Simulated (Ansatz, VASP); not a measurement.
# MoN2: VASP beside Ansatz

INCAR

```
PREC     = Accurate       # precision mode
ENCUT    = 520            # plane-wave cutoff, eV
EDIFF    = 1E-7           # SCF threshold, eV
ISMEAR   = 0              # smearing method
SIGMA    = 0.15           # smearing width, eV
LREAL    = F              # projectors in reciprocal space
LASPH    = T              # aspherical terms in the spheres
NELM     = 80             # most SCF steps
ALGO     = Normal         # electronic algorithm
ISIF     = 2              # what is computed and relaxed
LWAVE    = F              # write WAVECAR
LCHARG   = T              # write CHGCAR
GGA      = PS             # functional
LELF     = T              # ELF
LVHAR    = T            
NBANDS   = 33             # bands
```

Contents of KPOINTS:

```
regular mesh
0
Gamma
  12 12 18
```

POSCAR

```
MoN2
1.0
    4.2866467491      0.0000000000      0.0000000000
    0.0000000000      4.2866467491      0.0000000000
    0.0000000000      0.0000000000      2.7284347069
Mo N
2 4
Direct
    0.5000000000      0.5000000000      0.0000000000
    0.0000000000      0.0000000000      0.0000000000
    0.8872955619      0.3872955619      0.6374414418
    0.1127044381      0.6127044381      0.6374414418
    0.3872955619      0.1127044381      0.6374414418
    0.6127044381      0.8872955619      0.6374414418
```

Input for Ansatz:

```yaml
crystal:
  lattice:
    - [4.2866467491, 0.0, 0.0]
    - [0.0, 4.2866467491, 0.0]
    - [0.0, 0.0, 2.7284347069]
  atoms:
    - { symbol: Mo, position: [0.5, 0.5, 0.0] }
    - { symbol: Mo, position: [0.0, 0.0, 0.0] }
    - { symbol: "N", position: [0.8872955619, 0.3872955619, 0.6374414418] }
    - { symbol: "N", position: [0.1127044381, 0.6127044381, 0.6374414418] }
    - { symbol: "N", position: [0.3872955619, 0.1127044381, 0.6374414418] }
    - { symbol: "N", position: [0.6127044381, 0.8872955619, 0.6374414418] }
basis:
  ecutwfc: 420
kpoints:
  mp_grid: { grid: [12, 12, 18] }
hamiltonian:
  xc: pbesol
scf:
  occupations: { method: gaussian, width: 0.15 }
output:
  forces: true
  stress: true
  eigenvalues: true
```

Change from the starting cell: all N atoms moved +0.375 Å, as atom 3 along Cartesian [0 0 1].

Alike in both runs: task single point; functional PBEsol; k mesh 12 × 12 × 18; occupations gaussian, width 0.15 eV; no spin polarisation.

```csv
,VASP,Ansatz
version,VASP 6.6.1,Ansatz 0.2.0
potentials or method,"VASP PAW PBE potentials, release 64 (Mo_sv, N), cutoff 520 eV","scalar-relativistic, plane waves, PAW"
valence electrons in the cell,48,48
```

|  | VASP | Ansatz | Ansatz less VASP |
| --- | --- | --- | --- |
| gap on the k mesh at the Fermi level (eV) | none | none | - |
| pressure (GPa) | 25.9 | 25.1 | -0.85 |
| traceless stress, the component that is largest in VASP (GPa) | -2.98 | -2.52 | +0.456 |
| rms of the force components (eV/Å) | 1.623 | 1.624 | +0.0010 |

VASP's potentials were made for PBE, not for PBEsol. Atom by atom the forces differ by 0.053 eV/Å (rms over components). A gap of «none» marks a metal or a gap that the smearing closes. With one functional, cell and mesh, what is left measures potentials, basis and numerics.
